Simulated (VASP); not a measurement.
# Mo: single point with PBE

Crystal: Mo.

```
CELL_PARAMETERS angstrom
-1.58037 1.58037 1.58037
1.58037 -1.58037 1.58037
1.58037 1.58037 -1.58037
ATOMIC_POSITIONS crystal
Mo 0.00000 0.00000 0.00000
```

```
Program             : VASP 6.6.1
Task                : single point
Functional          : PBE
Potentials or basis : VASP PAW PBE potentials, release 64 (Mo_sv)
Cutoff              : 520 eV
k mesh              : 19 × 19 × 19
Occupations         : fermi-dirac, width 0.08 eV
Spin                : no spin polarisation
```

```
Pressure               : 0.5 GPa
Band gap on the k mesh : zero (bands 7 and 8 overlap by 5.09 eV)
```

Levels at points of the mesh, in eV from the Fermi level:
| k point | band 4 | band 5 | band 6 | band 7 | band 8 | band 9 | band 10 | band 11 |
| --- | --- | --- | --- | --- | --- | --- | --- | --- |
| (0.00, 0.00, 0.00) | -34.57 | -7.21 | -1.35 | -1.35 | -1.35 | 1.64 | 1.64 | 14.81 |

Wall time 35 s on 1 thread of Intel Xeon 8259CL, with other jobs on the host, peak memory 0.15 GiB.
